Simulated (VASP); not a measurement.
# EuMn3 (Pm-3m) in VASP: further runs

The runs below take EuMn3 through single point, with PBEsol.

All numbers are computed with VASP 6.6.1; they aren't measurements. Logs are shortened: lines on timing, memory, paths and dates and some standing lists are left out, and cuts for length are marked.

**1. The cell of the first run**

It takes space group Pm-3m (No. 221, cubic). The conventional cell has a = 3.970 Å, b = 3.970 Å, c = 3.970 Å, α = 90.00°, β = 90.00°, γ = 90.00°. Within 3.7 Å of Eu (site symmetry m-3m) lie 12 Mn at 2.81 Å. Mn (site symmetry 4/mmm) has 4 Eu at 2.81 Å and 8 Mn at 2.81 Å within 3.7 Å.

**2. Single point, PBEsol, collinear spin, ferrimagnetic start (15.64 Å³/atom)**

The input, INCAR:

```
PREC = Accurate
ENCUT = 520
EDIFF = 1E-6
ISMEAR = 0
SIGMA = 0.05
LREAL = F
LASPH = T
NELM = 150
ALGO = Normal
ISIF = 2
LWAVE = F
LCHARG = T
ISPIN = 2
MAGMOM = 7.06 -3.59 -3.59 -3.59
LORBIT = 11
LMAXMIX = 6
GGA = PS
LELF = T
LVHAR = T
NBANDS = 40
```

The input, KPOINTS:

```
Automatic mesh
0
Gamma
  8 8 8
```

The input, POSCAR:

```
EuMn3
1.0
    3.9699175512      0.0000000000      0.0000000000
    0.0000000000      3.9699175512      0.0000000000
    0.0000000000      0.0000000000      3.9699175512
Eu Mn
1 3
Direct
    0.0000000000      0.0000000000      0.0000000000
    0.0000000000      0.5000000000      0.5000000000
    0.5000000000      0.5000000000      0.0000000000
    0.5000000000      0.0000000000      0.5000000000
```

Potentials or basis: VASP PAW PBE potentials, release 64 (Eu, Mn_pv).

Command:

```console
> cat potpaw_PBE.64/Eu/POTCAR potpaw_PBE.64/Mn_pv/POTCAR > POTCAR
> mpirun -np 1 vasp_std > vasp.out
```

OUTCAR:

```text
PREC = Accurate
   ENCUT = 520
   EDIFF = 1E-6
   ISMEAR = 0
   LREAL = F
   LASPH = T
   NELM = 150
   ISIF = 2
   ISPIN = 2
   LORBIT = 11
   GGA = PS

 ion  position               nearest neighbor table
   1  0.000  0.000  0.000-   2 2.81   3 2.81   4 2.81   2 2.81   4 2.81   2 2.81   3 2.81   2 2.81
                             3 2.81   4 2.81   4 2.81   3 2.81
   2  0.000  0.500  0.500-   1 2.81   3 2.81   4 2.81   1 2.81   3 2.81   1 2.81   4 2.81   1 2.81
                             3 2.81   4 2.81   3 2.81   4 2.81
   3  0.500  0.500  0.000-   1 2.81   2 2.81   4 2.81   2 2.81   4 2.81   1 2.81   4 2.81   4 2.81
                             1 2.81   2 2.81   2 2.81   1 2.81
   4  0.500  0.000  0.500-   1 2.81   2 2.81   3 2.81   1 2.81   3 2.81   2 2.81   3 2.81   3 2.81
                             1 2.81   2 2.81   1 2.81   2 2.81

  LATTYP: Found a simple cubic cell.
 ALAT       =     3.9699175512

  Lattice vectors:

 A1 = (   3.9699175512,   0.0000000000,   0.0000000000)
 A2 = (   0.0000000000,   3.9699175512,   0.0000000000)
 A3 = (   0.0000000000,   0.0000000000,   3.9699175512)

Analysis of symmetry for initial positions (statically):
=====================================================================
 Subroutine PRICEL returns:
 Original cell was already a primitive cell.

 Routine SETGRP: Setting up the symmetry group for a
 simple cubic supercell.

 Subroutine GETGRP returns: Found 48 space group operations
 (whereof 48 operations were pure point group operations)
 out of a pool of 48 trial point group operations.

The static configuration has the point symmetry O_h .

Analysis of symmetry for dynamics (positions and initial velocities):
=====================================================================
 Subroutine PRICEL returns:
 Original cell was already a primitive cell.

 Routine SETGRP: Setting up the symmetry group for a
 simple cubic supercell.

 Subroutine GETGRP returns: Found 48 space group operations
 (whereof 48 operations were pure point group operations)
 out of a pool of 48 trial point group operations.

The dynamic configuration has the point symmetry O_h .

Analysis of structural, dynamic, and magnetic symmetry:
=====================================================================
 Subroutine PRICEL returns:
 Original cell was already a primitive cell.

 Routine SETGRP: Setting up the symmetry group for a
 simple cubic supercell.

 Subroutine GETGRP returns: Found 48 space group operations
 (whereof 48 operations were pure point group operations)
 out of a pool of 48 trial point group operations.

The overall configuration has the point symmetry O_h .

 Subroutine INISYM returns: Found 48 space group operations
 (whereof 48 operations are pure point group operations),
 and found     1 'primitive' translations

----------------------------------------------------------------------------------------

                                     Primitive cell

  volume of cell :      62.5669

  direct lattice vectors                    reciprocal lattice vectors
     3.969917551  0.000000000  0.000000000     0.251894400  0.000000000  0.000000000
     0.000000000  3.969917551  0.000000000     0.000000000  0.251894400  0.000000000
     0.000000000  0.000000000  3.969917551     0.000000000  0.000000000  0.251894400

  length of vectors
     3.969917551  3.969917551  3.969917551     0.251894400  0.251894400  0.251894400

  position of ions in fractional coordinates (direct lattice)
     0.000000000  0.000000000  0.000000000
     0.000000000  0.500000000  0.500000000
     0.500000000  0.500000000  0.000000000
     0.500000000  0.000000000  0.500000000

  ion indices of the primitive-cell ions
   primitive index   ion index
                 1           1
                 2           2
                 3           3
                 4           4

----------------------------------------------------------------------------------------

[... 25 lines left out ...]
            Coordinates               Weight
  0.000000  0.000000  0.000000      1.000000
  0.125000  0.000000  0.000000      6.000000
  0.250000  0.000000  0.000000      6.000000
  0.375000  0.000000  0.000000      6.000000
  0.500000  0.000000  0.000000      3.000000
  0.125000  0.125000  0.000000     12.000000
[... 16 lines left out ...]
  0.375000  0.375000  0.125000     24.000000
  0.500000  0.375000  0.125000     24.000000
 [... further k-points ...]
   k-points           NKPTS =     35   k-points in BZ     NKDIM =     35   number of bands    NBANDS=     40
   number of dos      NEDOS =    301   number of ions     NIONS =      4
   total plane-waves  NPLWV =  27000
   dimension x,y,z NGX =    30 NGY =   30 NGZ =   30
   dimension x,y,z NGXF=    60 NGYF=   60 NGZF=   60
   ions per type =               1   3
   NGX,Y,Z   is equivalent  to a cutoff of  12.56, 12.56, 12.56 a.u.
   NGXF,Y,Z  is equivalent  to a cutoff of  25.13, 25.13, 25.13 a.u.
 SYSTEM =  unknown system
   PREC   = accura    normal or accurate (medium, high low for compatibility)
   ISTART =      0    job   : 0-new  1-cont  2-samecut
   ICHARG =      2    charge: 1-file 2-atom 10-const
   ISPIN  =      2    spin polarized calculation?
   LNONCOLLINEAR =      F non collinear calculations
   LSORBIT =      F    spin-orbit coupling
   LASPH  =      T    aspherical Exc in radial PAW
   ENCUT  =  520.0 eV  38.22 Ry    6.18 a.u.   7.38  7.38  7.38*2*pi/ulx,y,z
   NELM   =    150;   NELMIN=  2; NELMDL= -5     # of ELM steps
   EDIFF  = 0.1E-05   stopping-criterion for ELM
   LREAL  =      F    real-space projection
   EDIFFG = 0.1E-04   stopping-criterion for IOM
   NSW    =      0    number of steps for IOM
   IBRION =     -1    ionic relax: 0-MD 1-quasi-New 2-CG
   NFREE  =      0    steps in history (QN), initial steepest desc. (CG)
   ISIF   =      2    stress and relaxation
   ISYM   =      2    0-nonsym 1-usesym 2-fastsym
   POTIM  = 0.5000    time-step for ionic-motion
   TEBEG  =    0.0;   TEEND  =   0.0 temperature during run
   PSTRESS=    0.0 pullay stress
   NELECT =      56.0000    total number of electrons
   NUPDOWN=      -1.0000    fix difference up-down
   EMIN   =  10.00;   EMAX   =-10.00  energy-range for DOS
   EFERMI =   0.00;   METHOD = LEGACY
   ISMEAR =     0;   SIGMA  =   0.05  broadening in eV -4-tet -1-fermi 0-gaus
   EFERMI_NEDOS =   21; number of points for ismear=-14 and -15
   IALGO  =     38    algorithm
   IMIX   =      4    mixing-type and parameters
     AMIX     =   0.40;   BMIX     =  1.00
     AMIX_MAG =   1.60;   BMIX_MAG =  1.00
  volume/ion in A,a.u.               =      15.64       105.56
  Fermi-wavevector in a.u.,A,eV,Ry     =   1.577694  2.981409 33.866498  2.489117
  Thomas-Fermi vector in A             =   2.678337
   LORBIT       =     11    0 simple, 1 ext, 2 COOP (PROOUT), +10 PAW based schemes
   GGA     = PS    functional components
   LHFCALC =     F    Hartree Fock is set to
   AEXX    =    0.0000 exact exchange contribution
   IVDW    =     0    specifies the selected vdW correction
   LEPSILON=     F    determine dielectric tensor
   LRPA    =     F    only Hartree local field effects (RPA)
 spin polarized calculation
 Gauss-broadening in eV      SIGMA  =   0.05
  energy-cutoff  :      520.00
  volume of cell :       62.57
 maximum number of plane-waves:      1743
 NGX is ok and might be reduce to    30
   NGX = 15   NGY = 15   NGZ = 15

 number of electron      56.0000024 magnetization      -3.2372625

 Free energy of the ion-electron system (eV)
  ---------------------------------------------------
  ext. energy  EPLUGINS =         0.00000000
  ---------------------------------------------------
  free energy    TOTEN  =       -38.63443933 eV

  energy without entropy =      -38.62987872  energy(sigma->0) =      -38.63215903

 E-fermi :   6.7625     XC(G=0): -12.5021

 val. band max:        6.7485958283   @ k =   0.5000   0.3750   0.1250
 cond. band min:       6.7666043689   @ k =   0.3750   0.2500   0.2500
 fundamental gap:      0.0180085406
 Fermi energy:         6.7624533094

 spin component 1

 k-point     1 :       0.0000    0.0000    0.0000
  band No.  band energies     occupation
      1     -39.0088      1.00000
      2     -39.0088      1.00000
      3     -39.0088      1.00000
      4     -38.9429      1.00000
      5     -38.9429      1.00000
      6     -38.9429      1.00000
[... 1021 lines left out ...]
     39      10.5627      0.00000
     40      10.7597      0.00000

 [... further k-points ...]

 spin component 2

 k-point     1 :       0.0000    0.0000    0.0000
  band No.  band energies     occupation
      1     -42.3417      1.00000
      2     -42.3417      1.00000
      3     -42.3417      1.00000
      4     -42.2810      1.00000
      5     -42.2810      1.00000
      6     -42.2810      1.00000
[... 1021 lines left out ...]
     39      10.5578      0.00000
     40      10.6015      0.00000

 [... further k-points ...]

------------------------ aborting loop because EDIFF is reached ----------------------------------------

  FORCE on cell =-STRESS in cart. coord.  units (eV):
  Direction    XX          YY          ZZ          XY          YZ          ZX
  --------------------------------------------------------------------------------------
  -------------------------------------------------------------------------------------
  Total        1.9579438      1.9579438      1.9579438     -0.0000000      0.0000000     -0.0000000
  in kB       50.1379232     50.1379232     50.1379232     -0.0000000      0.0000000     -0.0000000
  external PRESSURE =      50.1379232 kB  Pullay stress =       0.0000000 kB

 VOLUME and BASIS-vectors are now :
 -----------------------------------------------------------------------------
  energy-cutoff  :      520.00
  volume of cell :       62.57
      direct lattice vectors                 reciprocal lattice vectors
     3.969917551  0.000000000  0.000000000     0.251894400  0.000000000  0.000000000
     0.000000000  3.969917551  0.000000000     0.000000000  0.251894400  0.000000000
     0.000000000  0.000000000  3.969917551     0.000000000  0.000000000  0.251894400

 POSITION                                       TOTAL-FORCE (eV/Angst)
 -----------------------------------------------------------------------------------
      0.00000      0.00000      0.00000         0.000000      0.000000      0.000000
      0.00000      1.98496      1.98496         0.000000      0.000000      0.000000
      1.98496      1.98496      0.00000         0.000000      0.000000      0.000000
      1.98496      0.00000      1.98496         0.000000      0.000000      0.000000
 -----------------------------------------------------------------------------------
    total drift:                                0.000000      0.000000     -0.000000

  FREE ENERGIE OF THE ION-ELECTRON SYSTEM (eV)
  ---------------------------------------------------
  free  energy   TOTEN  =       -38.6344393303 eV

  energy  without entropy=      -38.6298787219  energy(sigma->0) =      -38.63215903

 total charge

# of ion       s       p       d       f       tot
--------------------------------------------------
    1        2.113   5.642   0.902   6.338  14.995
    2        0.365   6.219   5.072   0.000  11.657
    3        0.365   6.219   5.072   0.000  11.657
    4        0.365   6.219   5.072   0.000  11.657
--------------------------------------------------
tot          3.209  24.299  16.120   6.338  49.966

 magnetization (x)

# of ion       s       p       d       f       tot
--------------------------------------------------
    1        0.018  -0.102   0.270   6.187   6.373
    2       -0.001  -0.004  -3.194   0.000  -3.199
    3       -0.001  -0.004  -3.194   0.000  -3.199
    4       -0.001  -0.004  -3.194   0.000  -3.199
--------------------------------------------------
tot          0.016  -0.116  -9.313   6.187  -3.225
```

It took 11 min on 1 thread of Intel Xeon 8259CL, shared host; peak memory 0.3 GiB.

Results:

```yaml
Free_energy: -38.6344 eV
Pressure: 5.0 GPa
Net_moment: -3.24 μB per cell
Site_moments: Eu +6.37; Mn -3.20 μB
Valence_electrons_inside_the_program's_atomic_spheres: Eu 14.99; Mn 11.66
```

Levels at points of the mesh, in eV from the Fermi level:
Spin up:
| k point | band 24 | band 25 | band 26 | band 27 | band 28 | band 29 | band 30 | band 31 |
| --- | --- | --- | --- | --- | --- | --- | --- | --- |
| (0.00, 0.00, 0.00) | -0.81 | -0.81 | -0.81 | -0.74 | 0.91 | 0.91 | 0.91 | 2.28 |
| (0.50, 0.00, 0.00) | -0.55 | -0.55 | -0.40 | -0.23 | 0.02 | 0.41 | 0.41 | 1.30 |
| (0.50, 0.50, 0.00) | -0.75 | -0.40 | -0.40 | 0.15 | 0.26 | 0.30 | 0.45 | 0.45 |
| (0.50, 0.50, 0.50) | -0.81 | 0.38 | 0.52 | 0.52 | 0.52 | 0.99 | 0.99 | 0.99 |
Spin down:
```csv
k point,band 27,band 28,band 29,band 30,band 31,band 32,band 33,band 34
"(0.00, 0.00, 0.00)",-0.17,-0.17,-0.17,2.53,2.53,2.53,3.36,3.36
"(0.50, 0.00, 0.00)",-1.37,-1.35,-0.85,-0.17,2.18,2.18,2.78,3.50
"(0.50, 0.50, 0.00)",-1.51,-1.43,-1.05,-1.01,1.63,1.63,3.38,3.38
"(0.50, 0.50, 0.50)",-0.40,-0.40,-0.40,2.13,2.13,2.13,2.21,2.21
```

Caveat: the cell stands under pressure; the PAW data sets were made with another functional, which shifts forces and pressure a little; spin-orbit coupling is left out, which moves the levels of the heavy elements; semilocal functionals describe open f shells poorly, which spoils levels, moments and volumes.

(Continued in part 2 of 2.)
